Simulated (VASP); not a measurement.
# BP (F-43m) in VASP: settings compared

BP is run at these levels: PBEsol, PBE; tasks: vibrations by perturbation theory, dielectric tensor.

Everything below comes from runs of VASP 6.6.1. Logs are shortened: lines on timing, memory, paths and dates and some standing lists are left out, and cuts for length are marked.

## (1) The cell of the first run

The structure is cubic, space group F-43m (No. 216). The conventional cell has a = 4.520 Å, b = 4.520 Å, c = 4.520 Å, α = 90.00°, β = 90.00°, γ = 90.00°. Within 2.6 Å of B (site symmetry -43m) lie 4 P at 1.96 Å. Within 2.6 Å of P (site symmetry -43m) lie 4 B at 1.96 Å.

## (2) Vibrations by perturbation theory, PBEsol

INCAR

```
PREC     = Accurate       # precision mode
ENCUT    = 520            # plane-wave cutoff, eV
EDIFF    = 1E-8           # SCF threshold, eV
ISMEAR   = 0              # smearing method
SIGMA    = 0.01           # smearing width, eV
LREAL    = F              # projectors in reciprocal space
LASPH    = T              # aspherical terms in the spheres
NELM     = 60             # most SCF steps
ALGO     = Normal         # electronic algorithm
ISIF     = 2              # what is computed and relaxed
LWAVE    = F              # write WAVECAR
LCHARG   = F              # write CHGCAR
GGA      = PS             # functional
IBRION   = 8              # ionic algorithm
NSW      = 1              # ionic steps
LEPSILON = T              # dielectric tensor by DFPT
```

KPOINTS

```
Automatic mesh
0
Gamma
  8 8 8
```

POSCAR

```
BP
1.0
    0.0000000000      2.2601000790      2.2601000790
    2.2601000790      0.0000000000      2.2601000790
    2.2601000790      2.2601000790      0.0000000000
B P
1 1
Direct
    0.0000000000      0.0000000000      0.0000000000
    0.2500000000      0.2500000000      0.2500000000
```

Potentials or basis: VASP PAW PBE potentials, release 64 (B, P).

Command:

```console
cat potpaw_PBE.64/B/POTCAR potpaw_PBE.64/P/POTCAR > POTCAR
mpirun -np 1 vasp_std > vasp.out
```

OUTCAR:

```text
PREC = Accurate
   ENCUT = 520
   EDIFF = 1E-8
   ISMEAR = 0
   LREAL = F
   LASPH = T
   NELM = 60
   ISIF = 2
   GGA = PS
   IBRION = 8
   NSW = 1
   LEPSILON = T

 ion  position               nearest neighbor table
   1  0.000  0.000  0.000-   2 1.96   2 1.96   2 1.96   2 1.96
   2  0.250  0.250  0.250-   1 1.96   1 1.96   1 1.96   1 1.96

  LATTYP: Found a face centered cubic cell.
 ALAT       =     4.5202001580

  Lattice vectors:

 A1 = (   0.0000000000,   2.2601000790,   2.2601000790)
 A2 = (   2.2601000790,   0.0000000000,   2.2601000790)
 A3 = (   2.2601000790,   2.2601000790,   0.0000000000)

Analysis of symmetry for initial positions (statically):
=====================================================================
 Subroutine PRICEL returns:
 Original cell was already a primitive cell.

 Routine SETGRP: Setting up the symmetry group for a
 face centered cubic supercell.

 Subroutine GETGRP returns: Found 24 space group operations
 (whereof 24 operations were pure point group operations)
 out of a pool of 48 trial point group operations.

The static configuration has the point symmetry T_d .

Analysis of symmetry for dynamics (positions and initial velocities):
=====================================================================
 Subroutine PRICEL returns:
 Original cell was already a primitive cell.

 Routine SETGRP: Setting up the symmetry group for a
 face centered cubic supercell.

 Subroutine GETGRP returns: Found 24 space group operations
 (whereof 24 operations were pure point group operations)
 out of a pool of 48 trial point group operations.

The dynamic configuration has the point symmetry T_d .

 Subroutine INISYM returns: Found 24 space group operations
 (whereof 24 operations are pure point group operations),
 and found     1 'primitive' translations

----------------------------------------------------------------------------------------
[... 494 lines left out ...]
     0.00000  0.00014 -7.45729
     0.00000 -7.45729  0.00014

 MACROSCOPIC STATIC DIELECTRIC TENSOR (including local field effects in DFT)
 ------------------------------------------------------
           9.681284    -0.000000    -0.000000
           0.000000     9.681284     0.000000
          -0.000000    -0.000000     9.681284
 ------------------------------------------------------

 PIEZOELECTRIC TENSOR (including local field effects)  for field in x, y, z        (e  Angst)
          XX          YY          ZZ          XY          YZ          ZX
  --------------------------------------------------------------------------------
  x    -0.00000    -0.00000    -0.00000     0.00000     0.19049     0.00000
  y     0.00000    -0.00000     0.00000     0.00000     0.00000     0.19049
  z    -0.00000    -0.00000    -0.00000     0.19049     0.00000     0.00000

 PIEZOELECTRIC TENSOR (including local field effects)  for field in x, y, z        (C/m^2)
          XX          YY          ZZ          XY          YZ          ZX
  --------------------------------------------------------------------------------
  x    -0.00000    -0.00000    -0.00000     0.00000     0.13218     0.00000
  y     0.00000    -0.00000     0.00000     0.00000     0.00000     0.13218
  z    -0.00000    -0.00000    -0.00000     0.13218     0.00000     0.00000

 BORN EFFECTIVE CHARGES (including local field effects) (in |e|, cummulative output)
 ---------------------------------------------------------------------------------
 ion    1
    1    -0.53874     0.00000     0.00000
    2    -0.00000    -0.53874    -0.00000
    3    -0.00000    -0.00000    -0.53874
 ion    2
    1     0.53874    -0.00000    -0.00000
    2     0.00000     0.53874     0.00000
    3     0.00000     0.00000     0.53874

 INTERNAL STRAIN TENSOR FOR ION    2 for displacements in x,y,z  (eV/Angst):
          X           Y           Z          XY          YZ          ZX
  --------------------------------------------------------------------------------
  x     0.00000     0.00000     0.00000     0.00000    -7.45729     0.00000
  y    -0.00000     0.00000    -0.00000     0.00000     0.00000    -7.45729
  z     0.00000     0.00000     0.00000    -7.45729     0.00000     0.00000

 SECOND DERIVATIVES (NOT SYMMETRIZED)
 ------------------------------------
               1X          1Y          1Z          2X          2Y          2Z
  1X   -19.382743    0.000000    0.000000   19.382743    0.000000    0.000000
  1Y     0.000000  -19.382743    0.000000    0.000000   19.382743    0.000000
  1Z     0.000000    0.000000  -19.382743    0.000000    0.000000   19.382743
  2X    19.389100    0.000000    0.000000  -19.389100    0.000000    0.000000
  2Y     0.000000   19.389100    0.000000    0.000000  -19.389100    0.000000
  2Z     0.000000    0.000000   19.389100    0.000000    0.000000  -19.389100

 Eigenvectors and eigenvalues of the dynamical matrix
 ----------------------------------------------------

   1 f  =   24.313943 THz   152.769011 2PiTHz  811.025846 cm-1   100.554344 meV
             X         Y         Z           dx          dy          dz
      0.000000  0.000000  0.000000    -0.000000   -0.860934    0.000000
      1.130050  1.130050  1.130050     0.000000    0.508716    0.000000
[... 21 lines left out ...]
   6 f/i=    0.001746 THz     0.010970 2PiTHz    0.058237 cm-1     0.007220 meV
             X         Y         Z           dx          dy          dz
      0.000000  0.000000  0.000000     0.426780   -0.276859    0.000000
      1.130050  1.130050  1.130050     0.722269   -0.468546    0.000000

--------------------------------------------------------------------------------------------------------

 MACROSCOPIC STATIC DIELECTRIC TENSOR IONIC CONTRIBUTION
 ------------------------------------------------------
           0.117334     0.000000    -0.000000
           0.000000     0.117334     0.000000
          -0.000000     0.000000     0.117334
 ------------------------------------------------------

 ELASTIC MODULI CONTR FROM IONIC RELAXATION (kBar)
 Direction    XX          YY          ZZ          XY          YZ          ZX
 --------------------------------------------------------------------------------
 XX          -0.0000     -0.0000     -0.0000      0.0000      0.0000     -0.0000
 YY          -0.0000     -0.0000     -0.0000      0.0000      0.0000     -0.0000
 ZZ          -0.0000     -0.0000     -0.0000      0.0000      0.0000     -0.0000
 XY           0.0000      0.0000      0.0000   -210.6284      0.0000     -0.0000
 YZ           0.0000      0.0000      0.0000      0.0000   -210.6284     -0.0000
 ZX          -0.0000     -0.0000     -0.0000     -0.0000     -0.0000   -210.6284
 --------------------------------------------------------------------------------

 PIEZOELECTRIC TENSOR IONIC CONTR  for field in x, y, z        (C/m^2)
          XX          YY          ZZ          XY          YZ          ZX
  --------------------------------------------------------------------------------
  x     0.00000     0.00000     0.00000     0.00000    -0.14793    -0.00000
  y    -0.00000    -0.00000    -0.00000    -0.00000    -0.00000    -0.14793
  z     0.00000     0.00000     0.00000    -0.14793     0.00000    -0.00000
```

OSZICAR:

```text
N       E                     dE             d eps       ncg     rms          rms(c)
DAV:   1     0.100456504729E+02    0.10046E+02   -0.39477E+03   464   0.888E+02
DAV:   2    -0.141192721527E+02   -0.24165E+02   -0.23530E+02   752   0.111E+02
DAV:   3    -0.144053345932E+02   -0.28606E+00   -0.28606E+00   536   0.156E+01
[... 156 lines left out ...]
RMM:   6    -0.407226262507E-01    0.62586E-05   -0.48391E-06  2532   0.118E-03    0.237E-03
RMM:   7    -0.407219219567E-01    0.70429E-06   -0.58845E-07  2539   0.675E-04    0.108E-04
RMM:   8    -0.407210635453E-01    0.85841E-06   -0.29883E-07  2606   0.130E-04    0.250E-05
RMM:   9    -0.407209126683E-01    0.15088E-06   -0.66784E-08  2634   0.402E-05    0.655E-06
RMM:  10    -0.407209299561E-01   -0.17288E-07    0.21837E-08  2647   0.107E-05    0.932E-06
RMM:  11    -0.407209256481E-01    0.43080E-08    0.31913E-08  2307   0.354E-06    0.932E-07
 Linear response finished
```

Run time: 53 s. Hardware: 1 thread of Intel Xeon 6975P-C, shared host; peak memory 0.18 GiB.

What came out:

```
Electronic dielectric tensor (diagonal)                 : 9.68
Born charges (mean of the diagonal)                     : B -0.54; P +0.54 e
Highest phonon frequency at Γ, LO-TO splitting left out : 811 cm⁻¹
```

Phonon frequencies in cm⁻¹ (negative: imaginary):
| q point | frequencies |
| --- | --- |
| (0.000, 0.000, 0.000) | 0 0 0 811 811 811 |

Electronic dielectric tensor:
```
9.68 0.00 0.00
0.00 9.68 0.00
0.00 0.00 9.68
```

Born effective charge tensors (e):
atom 1, B
```
-0.54  0.00  0.00
 0.00 -0.54  0.00
 0.00  0.00 -0.54
```
atom 2, P
```
0.54 0.00 0.00
0.00 0.54 0.00
0.00 0.00 0.54
```

Caveat: the PAW data sets were made with another functional, which shifts forces and pressure a little.

## (3) Dielectric tensor, PBE

This run uses another cell than the first one, of 11.67 Å³/atom, 1.011 times its volume.

INCAR

```
SYSTEM = BP
PREC     = Accurate       ! precision mode
ENCUT    = 520            ! plane-wave cutoff, eV
EDIFF    = 1E-8           ! SCF threshold, eV
ISMEAR   = 0              ! smearing method
SIGMA    = 0.01           ! smearing width, eV
LREAL    = .False.        ! projectors in reciprocal space
LASPH    = .True.         ! aspherical terms in the spheres
NELM     = 60             ! most SCF steps
ALGO     = Normal         ! electronic algorithm
ISIF     = 2              ! what is computed and relaxed
LWAVE    = .False.        ! write WAVECAR
LCHARG   = .False.        ! write CHGCAR
GGA      = PE             ! functional
LEPSILON = .True.         ! dielectric tensor by DFPT
```

KPOINTS

```
regular mesh
0
Gamma
  8 8 8
  0 0 0
```

POSCAR

```
BP
1.0
    0.0000000000      2.2683156724      2.2683156724
    2.2683156724      0.0000000000      2.2683156724
    2.2683156724      2.2683156724      0.0000000000
B P
1 1
Direct
    0.0000000000      0.0000000000      0.0000000000
    0.2500000000      0.2500000000      0.2500000000
```

Potentials or basis: VASP PAW PBE potentials, release 64 (B, P).

Command:

```console
cat potpaw_PBE.64/B/POTCAR potpaw_PBE.64/P/POTCAR > POTCAR
mpirun -np 1 vasp_std > vasp.out
```

OUTCAR:

```text
SYSTEM = BP
   PREC = Accurate
   ENCUT = 520
   EDIFF = 1E-8
   ISMEAR = 0
   LREAL = .False.
   LASPH = .True.
   NELM = 60
   ISIF = 2
   GGA = PE
   LEPSILON = .True.

 ion  position               nearest neighbor table
   1  0.000  0.000  0.000-   2 1.96   2 1.96   2 1.96   2 1.96
   2  0.250  0.250  0.250-   1 1.96   1 1.96   1 1.96   1 1.96

  LATTYP: Found a face centered cubic cell.
 ALAT       =     4.5366313448

  Lattice vectors:

 A1 = (   0.0000000000,   2.2683156724,   2.2683156724)
 A2 = (   2.2683156724,   0.0000000000,   2.2683156724)
 A3 = (   2.2683156724,   2.2683156724,   0.0000000000)

Analysis of symmetry for initial positions (statically):
=====================================================================
 Subroutine PRICEL returns:
 Original cell was already a primitive cell.

 Routine SETGRP: Setting up the symmetry group for a
 face centered cubic supercell.

 Subroutine GETGRP returns: Found 24 space group operations
 (whereof 24 operations were pure point group operations)
 out of a pool of 48 trial point group operations.

The static configuration has the point symmetry T_d .

Analysis of symmetry for dynamics (positions and initial velocities):
=====================================================================
 Subroutine PRICEL returns:
 Original cell was already a primitive cell.

 Routine SETGRP: Setting up the symmetry group for a
 face centered cubic supercell.

 Subroutine GETGRP returns: Found 24 space group operations
 (whereof 24 operations were pure point group operations)
 out of a pool of 48 trial point group operations.

The dynamic configuration has the point symmetry T_d .

 Subroutine INISYM returns: Found 24 space group operations
 (whereof 24 operations are pure point group operations),
 and found     1 'primitive' translations

----------------------------------------------------------------------------------------

                                     Primitive cell

  volume of cell :      23.3421

  direct lattice vectors                    reciprocal lattice vectors
     0.000000000  2.268315672  2.268315672    -0.220427873  0.220427873  0.220427873
     2.268315672  0.000000000  2.268315672     0.220427873 -0.220427873  0.220427873
     2.268315672  2.268315672  0.000000000     0.220427873  0.220427873 -0.220427873

  length of vectors
     3.207882788  3.207882788  3.207882788     0.381792276  0.381792276  0.381792276

  position of ions in fractional coordinates (direct lattice)
     0.000000000  0.000000000  0.000000000
     0.250000000  0.250000000  0.250000000

  ion indices of the primitive-cell ions
   primitive index   ion index
                 1           1
[... 128 lines left out ...]
      5      10.8460      0.00000
      6      10.8460      0.00000
      7      10.8460      0.00000
      8      14.8325      0.00000
[... 243 lines left out ...]
 k-point    24 :      -0.3750    0.2500    0.1250
  band No.  band energies     occupation
      1      -4.0381      2.00000
      2      -1.0097      2.00000
      3       2.9146      2.00000
      4       4.3258      2.00000
      5      11.6364      0.00000
      6      12.6460      0.00000
      7      15.7592      0.00000
      8      17.2397      0.00000

 [... further k-points ...]

  FORCE on cell =-STRESS in cart. coord.  units (eV):
  Direction    XX          YY          ZZ          XY          YZ          ZX
  --------------------------------------------------------------------------------------
  -------------------------------------------------------------------------------------
  Total        0.1552282      0.1552282      0.1552282      0.0000000      0.0000000      0.0000000
  in kB       10.6546849     10.6546849     10.6546849      0.0000000      0.0000000      0.0000000
  external PRESSURE =      10.6546849 kB  Pullay stress =       0.0000000 kB

 VOLUME and BASIS-vectors are now :
 -----------------------------------------------------------------------------
  energy-cutoff  :      520.00
  volume of cell :       23.34
      direct lattice vectors                 reciprocal lattice vectors
     0.000000000  2.268315672  2.268315672    -0.220427873  0.220427873  0.220427873
     2.268315672  0.000000000  2.268315672     0.220427873 -0.220427873  0.220427873
     2.268315672  2.268315672  0.000000000     0.220427873  0.220427873 -0.220427873

 POSITION                                       TOTAL-FORCE (eV/Angst)
 -----------------------------------------------------------------------------------
      0.00000      0.00000      0.00000         0.000000      0.000000      0.000000
      1.13416      1.13416      1.13416        -0.000000     -0.000000     -0.000000
 -----------------------------------------------------------------------------------
    total drift:                                0.000000      0.000000      0.000000

  FREE ENERGIE OF THE ION-ELECTRON SYSTEM (eV)
  ---------------------------------------------------
  free  energy   TOTEN  =       -12.9284598662 eV

  energy  without entropy=      -12.9284598662  energy(sigma->0) =      -12.92845987

 HEAD OF MICROSCOPIC STATIC DIELECTRIC TENSOR (INDEPENDENT PARTICLE, excluding Hartree and local field effects)
 ------------------------------------------------------
           9.852151     0.000000     0.000000
           0.000000     9.852151    -0.000000
           0.000000     0.000000     9.852151
 ------------------------------------------------------

 Free energy of the ion-electron system (eV)
  ---------------------------------------------------
  ---------------------------------------------------
  free energy    TOTEN  =        -0.58646737 eV

  energy without entropy =       -0.58646737

------------------------ aborting loop because EDIFF is reached ----------------------------------------

--------------------------------------- Ionic step        2  -------------------------------------------

------------------------ aborting loop because EDIFF is reached ----------------------------------------

--------------------------------------- Ionic step        3  -------------------------------------------

 Free energy of the ion-electron system (eV)
  ---------------------------------------------------
  ---------------------------------------------------
  free energy    TOTEN  =        -0.58646725 eV

  energy without entropy =       -0.58646725

------------------------ aborting loop because EDIFF is reached ----------------------------------------

 PIEZOELECTRIC TENSOR FIELD DIRECTION 3  (e Angst)
 -----------------------------------------------------------------------------
    -0.00032  0.16617  0.00000           ( -0.00000  0.07848  0.00000)
     0.16617 -0.00032  0.00000           (  0.07848 -0.00000  0.00000)
     0.00000  0.00000 -0.00028           (  0.00000  0.00000 -0.00000)

 PIEZOELECTRIC TENSOR FIELD DIRECTION 3  (C/m^2)
 -----------------------------------------------------------------------------
    -0.00022  0.11406  0.00000
     0.11406 -0.00022  0.00000
     0.00000  0.00000 -0.00019

 MACROSCOPIC STATIC DIELECTRIC TENSOR (including local field effects in DFT)
 ------------------------------------------------------
           9.504421     0.000000    -0.000000
          -0.000000     9.504421     0.000000
           0.000000     0.000000     9.504421
 ------------------------------------------------------

 PIEZOELECTRIC TENSOR (including local field effects)  for field in x, y, z        (e  Angst)
          XX          YY          ZZ          XY          YZ          ZX
  --------------------------------------------------------------------------------
  x    -0.00000    -0.00000    -0.00000     0.00000     0.16028     0.00000
  y     0.00000     0.00000     0.00000     0.00000     0.00000     0.16028
  z     0.00000     0.00000     0.00000     0.16028     0.00000     0.00000

 PIEZOELECTRIC TENSOR (including local field effects)  for field in x, y, z        (C/m^2)
          XX          YY          ZZ          XY          YZ          ZX
  --------------------------------------------------------------------------------
  x    -0.00000    -0.00000    -0.00000     0.00000     0.11001     0.00000
  y     0.00000     0.00000     0.00000     0.00000     0.00000     0.11001
  z     0.00000     0.00000     0.00000     0.11001     0.00000     0.00000

 BORN EFFECTIVE CHARGES (including local field effects) (in |e|, cummulative output)
 ---------------------------------------------------------------------------------
 ion    1
    1    -0.49516     0.00000     0.00000
    2     0.00000    -0.49516    -0.00000
    3     0.00000    -0.00000    -0.49516
 ion    2
    1     0.49516    -0.00000    -0.00000
    2    -0.00000     0.49516     0.00000
    3    -0.00000     0.00000     0.49516
```

Wall time 34 s (1 thread of Intel Xeon 6975P-C, shared host); peak memory 0.17 GiB.

What came out:

```yaml
Band_gap_on_the_k_mesh: 1.27 eV, indirect (least direct gap 3.40 eV)
Electronic_dielectric_tensor_diagonal: 9.50
Born_charges_mean_of_the_diagonal: B -0.50; P +0.50 e
```

Electronic dielectric tensor:
```
9.50 0.00 0.00
0.00 9.50 0.00
0.00 0.00 9.50
```

Born effective charge tensors (e):
atom 1, B
```
-0.50  0.00  0.00
 0.00 -0.50  0.00
 0.00  0.00 -0.50
```
atom 2, P
```
0.50 0.00 0.00
0.00 0.50 0.00
0.00 0.00 0.50
```
